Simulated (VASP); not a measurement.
# BeSn2C2 (P-3m1) in VASP: notebook

BeSn2C2 is run at these levels: PBE; tasks: single point.

All numbers are computed with VASP 6.6.1; they aren't measurements. Logs are shortened: lines on timing, memory, paths and dates and some standing lists are left out, and cuts for length are marked.

### 1 The cell of the first run

Symmetry: P-3m1, No. 164, trigonal system. Conventional cell: a = 3.829 Å, b = 3.829 Å, c = 6.501 Å, α = 90.00°, β = 90.00°, γ = 120.00°. Within 3.7 Å of Be (site symmetry -3m) lie 6 Sn at 2.78 Å and 6 C at 3.32 Å. Within 3.1 Å of Sn (site symmetry 3m) lie 4 C at 2.34 Å and 3 Be at 2.78 Å. Within 3.1 Å of C (site symmetry 3m) lie 4 Sn at 2.34 Å and 3 C at 2.71 Å.

### 2 Single point, PBE

Input file INCAR:

```
SYSTEM = BeSn2C2
PREC = Accurate
ENCUT = 520
EDIFF = 1E-6
ISMEAR = 0
SIGMA = 0.1
LREAL = .FALSE.
LASPH = .TRUE.
NELM = 80
ALGO = Normal
ISIF = 2
LWAVE = .FALSE.
LCHARG = .FALSE.
GGA = PE
NBANDS = 27
```

Input file KPOINTS:

```
regular mesh
0
G
  6 6 4
  0 0 0
```

Input file POSCAR:

```
BeSn2C2
1.0
    3.8292704793      0.0000000000      0.0000000000
   -1.9146352397      3.3162455130      0.0000000000
    0.0000000000      0.0000000000      6.5013511212
Be Sn C
1 2 2
Direct
    0.0000000000      0.0000000000      0.0000000000
    0.3333333333      0.6666666667      0.2600000000
    0.6666666667      0.3333333333      0.7400000000
    0.3333333333      0.6666666667      0.6200000000
    0.6666666667      0.3333333333      0.3800000000
```

Potentials or basis: VASP PAW PBE potentials, release 64 (Be, Sn_d, C).

The run is started by

```
$ cat potpaw_PBE.64/Be/POTCAR potpaw_PBE.64/Sn_d/POTCAR potpaw_PBE.64/C/POTCAR > POTCAR
$ mpirun -np 1 vasp_std > vasp.out
```

OUTCAR:

```text
SYSTEM = BeSn2C2
   PREC = Accurate
   ENCUT = 520
   EDIFF = 1E-6
   ISMEAR = 0
   LREAL = .FALSE.
   LASPH = .TRUE.
   NELM = 80
   ISIF = 2
   GGA = PE

 ion  position               nearest neighbor table
   1  0.000  0.000  0.000-   2 2.78   3 2.78   2 2.78   3 2.78   3 2.78   2 2.78
   2  0.333  0.667  0.260-   4 2.34   5 2.34   5 2.34   5 2.34   1 2.78   1 2.78   1 2.78
   3  0.667  0.333  0.740-   5 2.34   4 2.34   4 2.34   4 2.34   1 2.78   1 2.78   1 2.78
   4  0.333  0.667  0.620-   2 2.34   3 2.34   3 2.34   3 2.34
   5  0.667  0.333  0.380-   3 2.34   2 2.34   2 2.34   2 2.34

  LATTYP: Found a hexagonal cell.
 ALAT       =     3.8292704793
 C/A-ratio  =     1.6978041004

  Lattice vectors:

 A1 = (   3.8292704793,   0.0000000000,   0.0000000000)
 A2 = (  -1.9146352397,   3.3162455130,   0.0000000000)
 A3 = (   0.0000000000,   0.0000000000,   6.5013511212)

Analysis of symmetry for initial positions (statically):
=====================================================================
 Subroutine PRICEL returns:
 Original cell was already a primitive cell.

 Routine SETGRP: Setting up the symmetry group for a
 hexagonal supercell.

 Subroutine GETGRP returns: Found 12 space group operations
 (whereof 12 operations were pure point group operations)
 out of a pool of 24 trial point group operations.

The static configuration has the point symmetry D_3d.

Analysis of symmetry for dynamics (positions and initial velocities):
=====================================================================
 Subroutine PRICEL returns:
 Original cell was already a primitive cell.

 Routine SETGRP: Setting up the symmetry group for a
 hexagonal supercell.

 Subroutine GETGRP returns: Found 12 space group operations
 (whereof 12 operations were pure point group operations)
 out of a pool of 24 trial point group operations.

The dynamic configuration has the point symmetry D_3d.

 Subroutine INISYM returns: Found 12 space group operations
 (whereof 12 operations are pure point group operations),
 and found     1 'primitive' translations

----------------------------------------------------------------------------------------

                                     Primitive cell

  volume of cell :      82.5594

  direct lattice vectors                    reciprocal lattice vectors
     3.829270479  0.000000000  0.000000000     0.261146348  0.150772914  0.000000000
    -1.914635240  3.316245513  0.000000000     0.000000000  0.301545828  0.000000000
     0.000000000  0.000000000  6.501351121     0.000000000  0.000000000  0.153814181

  length of vectors
     3.829270479  3.829270479  6.501351121     0.301545828  0.301545828  0.153814181

  position of ions in fractional coordinates (direct lattice)
     0.000000000  0.000000000  0.000000000
     0.333333333  0.666666667  0.260000000
     0.666666667  0.333333333  0.740000000
     0.333333333  0.666666667  0.620000000
     0.666666667  0.333333333  0.380000000

  ion indices of the primitive-cell ions
   primitive index   ion index
                 1           1
                 2           2
                 3           3
                 4           4
                 5           5

----------------------------------------------------------------------------------------

 KPOINTS: regular mesh

Automatic generation of k-mesh.
 Grid dimensions read from file:
 generate k-points for:    6    6    4

 Generating k-lattice:

  Cartesian coordinates                     Fractional coordinates (reciprocal lattice)
     0.043524391  0.025128819  0.000000000     0.166666667  0.000000000  0.000000000
     0.000000000  0.050257638  0.000000000     0.000000000  0.166666667  0.000000000
     0.000000000  0.000000000  0.038453545     0.000000000  0.000000000  0.250000000

  Length of vectors
     0.050257638  0.050257638  0.038453545

  Shift w.r.t. Gamma in fractional coordinates (k-lattice)
     0.000000000  0.000000000  0.000000000

 Subroutine IBZKPT returns following result:
 ===========================================

 Found     24 irreducible k-points:

 Following reciprocal coordinates:
            Coordinates               Weight
  0.000000  0.000000  0.000000      1.000000
  0.166667 -0.000000  0.000000      6.000000
  0.333333 -0.000000  0.000000      6.000000
  0.500000 -0.000000  0.000000      3.000000
  0.166667  0.166667  0.000000      6.000000
  0.333333  0.166667  0.000000     12.000000
[... 16 lines left out ...]
  0.333333  0.166667  0.500000     12.000000
  0.333333  0.333333  0.500000      2.000000
   k-points           NKPTS =     24   k-points in BZ     NKDIM =     24   number of bands    NBANDS=     27
   number of dos      NEDOS =    301   number of ions     NIONS =      5
   total plane-waves  NPLWV =  37632
   dimension x,y,z NGX =    28 NGY =   28 NGZ =   48
   dimension x,y,z NGXF=    56 NGYF=   56 NGZF=   96
   ions per type =               1   2   2
   NGX,Y,Z   is equivalent  to a cutoff of  12.16, 12.16, 12.27 a.u.
   NGXF,Y,Z  is equivalent  to a cutoff of  24.31, 24.31, 24.55 a.u.
 SYSTEM =  BeSn2C2
   PREC   = accura    normal or accurate (medium, high low for compatibility)
   ISTART =      0    job   : 0-new  1-cont  2-samecut
   ICHARG =      2    charge: 1-file 2-atom 10-const
   ISPIN  =      1    spin polarized calculation?
   LNONCOLLINEAR =      F non collinear calculations
   LSORBIT =      F    spin-orbit coupling
   LASPH  =      T    aspherical Exc in radial PAW
   ENCUT  =  520.0 eV  38.22 Ry    6.18 a.u.   7.12  7.12 12.09*2*pi/ulx,y,z
   NELM   =     80;   NELMIN=  2; NELMDL= -5     # of ELM steps
   EDIFF  = 0.1E-05   stopping-criterion for ELM
   LREAL  =      F    real-space projection
[... 7 lines left out ...]
   TEBEG  =    0.0;   TEEND  =   0.0 temperature during run
   PSTRESS=    0.0 pullay stress
   NELECT =      38.0000    total number of electrons
   NUPDOWN=      -1.0000    fix difference up-down
   EMIN   =  10.00;   EMAX   =-10.00  energy-range for DOS
   EFERMI =   0.00;   METHOD = LEGACY
   ISMEAR =     0;   SIGMA  =   0.10  broadening in eV -4-tet -1-fermi 0-gaus
   EFERMI_NEDOS =   21; number of points for ismear=-14 and -15
   IALGO  =     38    algorithm
   IMIX   =      4    mixing-type and parameters
     AMIX     =   0.40;   BMIX     =  1.00
     AMIX_MAG =   1.60;   BMIX_MAG =  1.00
  volume/ion in A,a.u.               =      16.51       111.43
  Fermi-wavevector in a.u.,A,eV,Ry     =   1.264001  2.388615 21.737991  1.597697
  Thomas-Fermi vector in A             =   2.397328
   LORBIT       =      0    0 simple, 1 ext, 2 COOP (PROOUT), +10 PAW based schemes
   GGA     = PE    functional components
   LHFCALC =     F    Hartree Fock is set to
   AEXX    =    0.0000 exact exchange contribution
   IVDW    =     0    specifies the selected vdW correction
   LEPSILON=     F    determine dielectric tensor
   LRPA    =     F    only Hartree local field effects (RPA)
 non-spin polarized calculation
 Gauss-broadening in eV      SIGMA  =   0.10
  energy-cutoff  :      520.00
  volume of cell :       82.56
 maximum number of plane-waves:      2250
   NGX = 15   NGY = 15   NGZ = 25

 number of electron      37.9999998 magnetization

 Free energy of the ion-electron system (eV)
  ---------------------------------------------------
  ext. energy  EPLUGINS =         0.00000000
  ---------------------------------------------------
  free energy    TOTEN  =       -21.79857698 eV

  energy without entropy =      -21.78258592  energy(sigma->0) =      -21.79058145

 E-fermi :   6.5736     XC(G=0): -10.3712

 val. band max:        6.5626213852   @ k =   0.1667   0.1667   0.0000
 cond. band min:       6.5779904292   @ k =   0.0000   0.0000   0.5000
 fundamental gap:      0.0153690440
 Fermi energy:         6.5735711765

 k-point     1 :       0.0000    0.0000    0.0000
  band No.  band energies     occupation
      1     -14.5085      2.00000
      2     -14.5079      2.00000
      3     -14.5079      2.00000
      4     -14.4988      2.00000
      5     -14.4947      2.00000
      6     -14.4947      2.00000
[... 19 lines left out ...]
     26      11.8650      0.00000
     27      12.7339      0.00000

 k-point     2 :       0.1667   -0.0000    0.0000
  band No.  band energies     occupation
      1     -14.5291      2.00000
      2     -14.5029      2.00000
      3     -14.5003      2.00000
      4     -14.4907      2.00000
      5     -14.4821      2.00000
      6     -14.4814      2.00000
[... 19 lines left out ...]
     26      11.9148      0.00000
     27      12.6148      0.00000

 k-point     3 :       0.3333   -0.0000    0.0000
  band No.  band energies     occupation
      1     -14.5500      2.00000
      2     -14.5172      2.00000
      3     -14.4921      2.00000
      4     -14.4772      2.00000
      5     -14.4649      2.00000
      6     -14.4577      2.00000
[... 19 lines left out ...]
     26      12.8951      0.00000
     27      13.3443      0.00000

 k-point     4 :       0.5000   -0.0000    0.0000
  band No.  band energies     occupation
      1     -14.5594      2.00000
      2     -14.5249      2.00000
      3     -14.4911      2.00000
      4     -14.4722      2.00000
      5     -14.4692      2.00000
      6     -14.4486      2.00000
[... 19 lines left out ...]
     26      13.3795      0.00000
     27      13.7526      0.00000
[... 516 lines left out ...]
      4     -14.4798      2.00000
      5     -14.4775      2.00000
      6     -14.4568      2.00000
[... 19 lines left out ...]
     26      13.1179      0.00000
     27      14.1067      0.00000

 k-point    23 :       0.3333    0.1667    0.5000
  band No.  band energies     occupation
      1     -14.5451      2.00000
      2     -14.5239      2.00000
      3     -14.4877      2.00000
      4     -14.4784      2.00000
      5     -14.4636      2.00000
      6     -14.4525      2.00000
[... 19 lines left out ...]
     26      13.2583      0.00000
     27      14.5741      0.00000

 k-point    24 :       0.3333    0.3333    0.5000
  band No.  band energies     occupation
      1     -14.5287      2.00000
      2     -14.5287      2.00000
      3     -14.4925      2.00000
      4     -14.4739      2.00000
      5     -14.4548      2.00000
      6     -14.4548      2.00000
[... 19 lines left out ...]
     26      13.7094      0.00000
     27      14.5575      0.00000

------------------------ aborting loop because EDIFF is reached ----------------------------------------

  FORCE on cell =-STRESS in cart. coord.  units (eV):
  Direction    XX          YY          ZZ          XY          YZ          ZX
  --------------------------------------------------------------------------------------
  -------------------------------------------------------------------------------------
  Total       -2.3266052     -2.3266052     -1.3019425      0.0000000      0.0000000      0.0000000
  in kB      -45.1509552    -45.1509552    -25.2659737      0.0000000      0.0000000      0.0000000
  external PRESSURE =     -38.5226280 kB  Pullay stress =       0.0000000 kB

 VOLUME and BASIS-vectors are now :
 -----------------------------------------------------------------------------
  energy-cutoff  :      520.00
  volume of cell :       82.56
      direct lattice vectors                 reciprocal lattice vectors
     3.829270479  0.000000000  0.000000000     0.261146348  0.150772914  0.000000000
    -1.914635240  3.316245513  0.000000000     0.000000000  0.301545828  0.000000000
     0.000000000  0.000000000  6.501351121     0.000000000  0.000000000  0.153814181

 POSITION                                       TOTAL-FORCE (eV/Angst)
 -----------------------------------------------------------------------------------
      0.00000      0.00000      0.00000         0.000000      0.000000      0.000000
     -0.00000      2.21083      1.69035        -0.000000      0.000000      0.711209
      1.91464      1.10542      4.81100         0.000000     -0.000000     -0.711209
     -0.00000      2.21083      4.03084        -0.000000     -0.000000      0.940513
      1.91464      1.10542      2.47051         0.000000      0.000000     -0.940513
 -----------------------------------------------------------------------------------
    total drift:                                0.000000     -0.000000      0.000000

  FREE ENERGIE OF THE ION-ELECTRON SYSTEM (eV)
  ---------------------------------------------------
  free  energy   TOTEN  =       -21.7985769792 eV

  energy  without entropy=      -21.7825859218  energy(sigma->0) =      -21.79058145
```

Run time: 68 s. Hardware: 1 thread of Oxide Virtual Turin-like, shared host; peak memory 0.18 GiB.

What came out:

```
Free energy            : -21.7986 eV
Pressure               : -3.9 GPa
Largest force          : 0.941 eV/Å
Band gap on the k mesh : zero (band 19 reaches 6.93 eV, above the bottom of band 20 at 5.39 eV)
```

Forces in eV/Å, atoms in the order of the input:
```
Be   0.000  0.000  0.000
Sn   0.000  0.000  0.711
Sn   0.000  0.000 -0.711
C    0.000  0.000  0.941
C    0.000  0.000 -0.941
```

Caveat: spin-orbit coupling is left out, which moves the levels of the heavy elements.

(Continued in part 2 of 2.)
